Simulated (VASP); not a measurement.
# W2I (Pnnm) in VASP: single point with PBE

Aim: the single point of W2I with PBE.

All numbers are computed with VASP 6.6.1; they aren't measurements. Logs are shortened: lines on timing, memory, paths and dates and some standing lists are left out, and cuts for length are marked.

### 1 The cell of the first run

The structure is orthorhombic, space group Pnnm (No. 58). Conventional cell: a = 5.270 Å, b = 6.432 Å, c = 4.015 Å, α = 90.00°, β = 90.00°, γ = 90.00°. W (site symmetry m) has 12 W at 2.63 to 4.02 Å and 6 I at 2.65 to 4.27 Å within 4.3 Å. Within 3.5 Å of I (site symmetry 2/m) lie 6 W at 2.65 to 2.67 Å.

### 2 Single point, PBE

INCAR

```
SYSTEM = W2I
PREC = Accurate ; ENCUT = 520
EDIFF = 1E-6 ; ISMEAR = 0
SIGMA = 0.1 ; LREAL = .FALSE.
LASPH = .TRUE. ; NELM = 80
ALGO = Normal ; ISIF = 2
LWAVE = .FALSE. ; LCHARG = .FALSE.
GGA = PE ; NBANDS = 44
```

KPOINTS

```
Automatic mesh
0
G
  4 4 4
  0 0 0
```

POSCAR

```
W2I
1.0
    5.2696788626      0.0000000000      0.0000000000
    0.0000000000      6.4316023845      0.0000000000
    0.0000000000      0.0000000000      4.0150385862
W I
4 2
Direct
    0.2004000000      0.3787000000      0.0000000000
    0.7996000000      0.6213000000      0.0000000000
    0.7004000000      0.1213000000      0.5000000000
    0.2996000000      0.8787000000      0.5000000000
    0.0000000000      0.0000000000      0.0000000000
    0.5000000000      0.5000000000      0.5000000000
```

Potentials or basis: VASP PAW PBE potentials, release 64 (W_sv, I).

Run with:

```sh
> cat potpaw_PBE.64/W_sv/POTCAR potpaw_PBE.64/I/POTCAR > POTCAR
> mpirun -np 1 vasp_std > vasp.out
```

OUTCAR:

```text
SYSTEM = W2I
   PREC = Accurate
   ENCUT = 520
   EDIFF = 1E-6
   ISMEAR = 0
   LREAL = .FALSE.
   LASPH = .TRUE.
   NELM = 80
   ISIF = 2
   GGA = PE

 ion  position               nearest neighbor table
   1  0.200  0.379  0.000-   2 2.63   5 2.65   6 2.67   6 2.67
   2  0.800  0.621  0.000-   1 2.63   5 2.65   6 2.67   6 2.67
   3  0.700  0.121  0.500-   4 2.63   6 2.65   5 2.67   5 2.67
   4  0.300  0.879  0.500-   3 2.63   6 2.65   5 2.67   5 2.67
   5  0.000  0.000  0.000-   1 2.65   2 2.65   3 2.67   4 2.67   3 2.67   4 2.67
   6  0.500  0.500  0.500-   3 2.65   4 2.65   1 2.67   2 2.67   1 2.67   2 2.67

  LATTYP: Found a simple orthorhombic cell.
 ALAT       =     4.0150385862
 B/A-ratio  =     1.3124852351
 C/A-ratio  =     1.6018781007

  Lattice vectors:

 A1 = (   0.0000000000,   0.0000000000,   4.0150385862)
 A2 = (   5.2696788626,   0.0000000000,   0.0000000000)
 A3 = (   0.0000000000,   6.4316023845,   0.0000000000)

Analysis of symmetry for initial positions (statically):
=====================================================================
 Subroutine PRICEL returns:
 Original cell was already a primitive cell.

 Routine SETGRP: Setting up the symmetry group for a
 simple orthorhombic supercell.

 Subroutine GETGRP returns: Found  8 space group operations
 (whereof  4 operations were pure point group operations)
 out of a pool of  8 trial point group operations.

The static configuration has the point symmetry C_2h.
 The point group associated with its full space group is D_2h.

Analysis of symmetry for dynamics (positions and initial velocities):
=====================================================================
 Subroutine PRICEL returns:
 Original cell was already a primitive cell.

 Routine SETGRP: Setting up the symmetry group for a
 simple orthorhombic supercell.

 Subroutine GETGRP returns: Found  8 space group operations
 (whereof  4 operations were pure point group operations)
 out of a pool of  8 trial point group operations.

The dynamic configuration has the point symmetry C_2h.
 The point group associated with its full space group is D_2h.

 Subroutine INISYM returns: Found  8 space group operations
 (whereof  4 operations are pure point group operations),
 and found     1 'primitive' translations

----------------------------------------------------------------------------------------

                                     Primitive cell

  volume of cell :     136.0796

  direct lattice vectors                    reciprocal lattice vectors
     5.269678863  0.000000000  0.000000000     0.189764884  0.000000000  0.000000000
     0.000000000  6.431602384  0.000000000     0.000000000  0.155482248  0.000000000
     0.000000000  0.000000000  4.015038586     0.000000000  0.000000000  0.249063609

  length of vectors
     5.269678863  6.431602384  4.015038586     0.189764884  0.155482248  0.249063609

  position of ions in fractional coordinates (direct lattice)
     0.200400000  0.378700000  0.000000000
     0.799600000  0.621300000  0.000000000
     0.700400000  0.121300000  0.500000000
     0.299600000  0.878700000  0.500000000
     0.000000000  0.000000000  0.000000000
     0.500000000  0.500000000  0.500000000

  ion indices of the primitive-cell ions
   primitive index   ion index
                 1           1
                 2           2
                 3           3
                 4           4
                 5           5
                 6           6

----------------------------------------------------------------------------------------

 KPOINTS: Automatic mesh

Automatic generation of k-mesh.
 Grid dimensions read from file:
 generate k-points for:    4    4    4

 Generating k-lattice:

  Cartesian coordinates                     Fractional coordinates (reciprocal lattice)
     0.047441221  0.000000000  0.000000000     0.250000000  0.000000000  0.000000000
     0.000000000  0.038870562  0.000000000     0.000000000  0.250000000  0.000000000
     0.000000000  0.000000000  0.062265902     0.000000000  0.000000000  0.250000000

  Length of vectors
     0.047441221  0.038870562  0.062265902

  Shift w.r.t. Gamma in fractional coordinates (k-lattice)
     0.000000000  0.000000000  0.000000000

 Subroutine IBZKPT returns following result:
 ===========================================

 Found     27 irreducible k-points:

 Following reciprocal coordinates:
            Coordinates               Weight
  0.000000  0.000000  0.000000      1.000000
  0.250000  0.000000  0.000000      2.000000
  0.500000  0.000000  0.000000      1.000000
  0.000000  0.250000  0.000000      2.000000
  0.250000  0.250000  0.000000      4.000000
  0.500000  0.250000  0.000000      2.000000
[... 16 lines left out ...]
  0.250000  0.250000  0.500000      4.000000
  0.500000  0.250000  0.500000      2.000000
 [... further k-points ...]
   k-points           NKPTS =     27   k-points in BZ     NKDIM =     27   number of bands    NBANDS=     44
   number of dos      NEDOS =    301   number of ions     NIONS =      6
   total plane-waves  NPLWV =  57600
   dimension x,y,z NGX =    40 NGY =   48 NGZ =   30
   dimension x,y,z NGXF=    80 NGYF=   96 NGZF=   60
   ions per type =               4   2
   NGX,Y,Z   is equivalent  to a cutoff of  12.62, 12.41, 12.42 a.u.
   NGXF,Y,Z  is equivalent  to a cutoff of  25.24, 24.81, 24.84 a.u.
 SYSTEM =  W2I
   PREC   = accura    normal or accurate (medium, high low for compatibility)
   ISTART =      0    job   : 0-new  1-cont  2-samecut
   ICHARG =      2    charge: 1-file 2-atom 10-const
   ISPIN  =      1    spin polarized calculation?
   LNONCOLLINEAR =      F non collinear calculations
   LSORBIT =      F    spin-orbit coupling
   LASPH  =      T    aspherical Exc in radial PAW
   ENCUT  =  520.0 eV  38.22 Ry    6.18 a.u.   9.80 11.96  7.47*2*pi/ulx,y,z
   NELM   =     80;   NELMIN=  2; NELMDL= -5     # of ELM steps
   EDIFF  = 0.1E-05   stopping-criterion for ELM
   LREAL  =      F    real-space projection
   EDIFFG = 0.1E-04   stopping-criterion for IOM
   NSW    =      0    number of steps for IOM
   IBRION =     -1    ionic relax: 0-MD 1-quasi-New 2-CG
   NFREE  =      0    steps in history (QN), initial steepest desc. (CG)
   ISIF   =      2    stress and relaxation
   ISYM   =      2    0-nonsym 1-usesym 2-fastsym
   POTIM  = 0.5000    time-step for ionic-motion
   TEBEG  =    0.0;   TEEND  =   0.0 temperature during run
   PSTRESS=    0.0 pullay stress
   NELECT =      70.0000    total number of electrons
   NUPDOWN=      -1.0000    fix difference up-down
   EMIN   =  10.00;   EMAX   =-10.00  energy-range for DOS
   EFERMI =   0.00;   METHOD = LEGACY
   ISMEAR =     0;   SIGMA  =   0.10  broadening in eV -4-tet -1-fermi 0-gaus
   EFERMI_NEDOS =   21; number of points for ismear=-14 and -15
   IALGO  =     38    algorithm
   IMIX   =      4    mixing-type and parameters
     AMIX     =   0.40;   BMIX     =  1.00
     AMIX_MAG =   1.60;   BMIX_MAG =  1.00
  volume/ion in A,a.u.               =      22.68       153.05
  Fermi-wavevector in a.u.,A,eV,Ry     =   1.311726  2.478803 23.410529  1.720625
  Thomas-Fermi vector in A             =   2.442168
   LORBIT       =      0    0 simple, 1 ext, 2 COOP (PROOUT), +10 PAW based schemes
   GGA     = PE    functional components
   LHFCALC =     F    Hartree Fock is set to
   AEXX    =    0.0000 exact exchange contribution
   IVDW    =     0    specifies the selected vdW correction
   LEPSILON=     F    determine dielectric tensor
   LRPA    =     F    only Hartree local field effects (RPA)
 non-spin polarized calculation
 Gauss-broadening in eV      SIGMA  =   0.10
  energy-cutoff  :      520.00
  volume of cell :      136.08
 maximum number of plane-waves:      3696
 NGX is ok and might be reduce to    40
   NGX = 19   NGY = 23   NGZ = 15

 number of electron      69.9999999 magnetization

 Free energy of the ion-electron system (eV)
  ---------------------------------------------------
  ext. energy  EPLUGINS =         0.00000000
  ---------------------------------------------------
  free energy    TOTEN  =       -40.68174444 eV

  energy without entropy =      -40.64223366  energy(sigma->0) =      -40.66198905

 E-fermi :   8.8550     XC(G=0): -11.3016

 val. band max:        8.8211483194   @ k =   0.0000   0.0000   0.0000
 cond. band min:       8.8742590146   @ k =   0.5000   0.5000   0.5000
 fundamental gap:      0.0531106953
 Fermi energy:         8.8550203235

 k-point     1 :       0.0000    0.0000    0.0000
  band No.  band energies     occupation
      1     -65.2682      2.00000
      2     -65.2655      2.00000
      3     -65.2198      2.00000
      4     -65.2191      2.00000
      5     -29.7157      2.00000
      6     -29.6801      2.00000
[... 36 lines left out ...]
     43      10.5803      0.00000
     44      11.3247      0.00000

 k-point     2 :       0.2500    0.0000    0.0000
  band No.  band energies     occupation
      1     -65.2674      2.00000
      2     -65.2654      2.00000
      3     -65.2202      2.00000
      4     -65.2197      2.00000
      5     -29.7012      2.00000
      6     -29.6900      2.00000
[... 36 lines left out ...]
     43      11.3738      0.00000
     44      11.4384      0.00000

 k-point     3 :       0.5000    0.0000    0.0000
  band No.  band energies     occupation
      1     -65.2659      2.00000
      2     -65.2659      2.00000
      3     -65.2204      2.00000
      4     -65.2204      2.00000
      5     -29.6923      2.00000
      6     -29.6923      2.00000
[... 36 lines left out ...]
     43      10.9136      0.00000
     44      10.9136      0.00000

 k-point     4 :       0.0000    0.2500    0.0000
  band No.  band energies     occupation
      1     -65.2678      2.00000
      2     -65.2659      2.00000
      3     -65.2197      2.00000
      4     -65.2192      2.00000
      5     -29.7124      2.00000
      6     -29.6877      2.00000
[... 882 lines left out ...]
     43      11.1920      0.00000
     44      11.1920      0.00000

 k-point    23 :       0.2500    0.2500    0.5000
  band No.  band energies     occupation
      1     -65.2661      2.00000
      2     -65.2661      2.00000
      3     -65.2197      2.00000
      4     -65.2197      2.00000
      5     -29.6914      2.00000
      6     -29.6905      2.00000
[... 36 lines left out ...]
     43      10.9243      0.00000
     44      11.0064      0.00000

 k-point    24 :       0.5000    0.2500    0.5000
  band No.  band energies     occupation
      1     -65.2656      2.00000
      2     -65.2656      2.00000
      3     -65.2202      2.00000
      4     -65.2202      2.00000
      5     -29.6817      2.00000
      6     -29.6817      2.00000
[... 36 lines left out ...]
     43      10.9408      0.00000
     44      10.9408      0.00000

 [... further k-points ...]

------------------------ aborting loop because EDIFF is reached ----------------------------------------

  FORCE on cell =-STRESS in cart. coord.  units (eV):
  Direction    XX          YY          ZZ          XY          YZ          ZX
  --------------------------------------------------------------------------------------
  -------------------------------------------------------------------------------------
  Total       -9.9348039     -3.7991856      4.6055569      0.0000000      0.0000000      0.0000000
  in kB     -116.9706275    -44.7309411     54.2250138      0.0000000      0.0000000      0.0000000
  external PRESSURE =     -35.8255183 kB  Pullay stress =       0.0000000 kB

 VOLUME and BASIS-vectors are now :
 -----------------------------------------------------------------------------
  energy-cutoff  :      520.00
  volume of cell :      136.08
      direct lattice vectors                 reciprocal lattice vectors
     5.269678863  0.000000000  0.000000000     0.189764884  0.000000000  0.000000000
     0.000000000  6.431602384  0.000000000     0.000000000  0.155482248  0.000000000
     0.000000000  0.000000000  4.015038586     0.000000000  0.000000000  0.249063609

 POSITION                                       TOTAL-FORCE (eV/Angst)
 -----------------------------------------------------------------------------------
      1.05604      2.43565      0.00000        -1.091358      0.954939      0.000000
      4.21364      3.99595      0.00000         1.091358     -0.954939     -0.000000
      3.69088      0.78015      2.00752        -1.091358     -0.954939      0.000000
      1.57880      5.65145      2.00752         1.091358      0.954939     -0.000000
      0.00000      0.00000      0.00000         0.000000     -0.000000      0.000000
      2.63484      3.21580      2.00752         0.000000     -0.000000      0.000000
 -----------------------------------------------------------------------------------
    total drift:                               -0.000000     -0.000000     -0.000000

  FREE ENERGIE OF THE ION-ELECTRON SYSTEM (eV)
  ---------------------------------------------------
  free  energy   TOTEN  =       -40.6817444442 eV

  energy  without entropy=      -40.6422336633  energy(sigma->0) =      -40.66198905
```

Run time: 3.1 min. Hardware: 1 thread of Oxide Virtual Turin-like, shared host; peak memory 0.26 GiB.

What came out:

| Item | Value |
| --- | --- |
| Free energy | -40.6817 eV |
| Pressure | -3.6 GPa |
| Largest force | 1.450 eV/Å |
| Band gap on the k mesh | zero (bands 35 and 36 overlap by 0.93 eV) |

Forces in eV/Å, atoms in the order of the input:
```
W   -1.091  0.955  0.000
W    1.091 -0.955  0.000
W   -1.091 -0.955  0.000
W    1.091  0.955  0.000
I    0.000  0.000  0.000
I    0.000  0.000  0.000
```

Caveat: the k points lie up to 0.39 Å⁻¹ apart, too coarse for converged energies and pressures of a metal; spin-orbit coupling is left out, which moves the levels of the heavy elements; forces of over 1 eV/Å act on the atoms, so gaps and moduli don't describe the material at rest.

The gap in the log of VASP goes by the Fermi energy; the results here count the filled bands.